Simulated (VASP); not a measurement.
Input of a VASP 6.6.1 run:

INCAR

```
SYSTEM = TiB
PREC = Accurate
ENCUT = 520
EDIFF = 1E-8
ISMEAR = -1
SIGMA = 0.05
LREAL = .False.
LASPH = .True.
NELM = 100
ALGO = Normal
ISIF = 2
LWAVE = .False.
LCHARG = .False.
LEFG = .True.
NBANDS = 14
```

File KPOINTS:

```
regular mesh
0
Gamma
  13 13 13
  0 0 0
```

Contents of POSCAR:

```
TiB
1.0
    0.0000000000      2.0581104144      2.0581104144
    2.0581104144      0.0000000000      2.0581104144
    2.0581104144      2.0581104144      0.0000000000
Ti B
1 1
Direct
    0.7500000000      0.7500000000      0.7500000000
    0.0000000000      0.0000000000      0.0000000000
```

Potentials or basis: VASP PAW LDA potentials, release 64 (Ti_sv, B).

Run with:

```sh
$ cat potpaw_LDA.64/Ti_sv/POTCAR potpaw_LDA.64/B/POTCAR > POTCAR
$ mpirun -np 1 vasp_std > vasp.out
```

Question: What does it give for the pressure?

Answer: 133.3 GPa.

Caveat: without QUAD_EFG the Cq values of the log hold for a quadrupole moment of 1 mb, not for the nuclei.
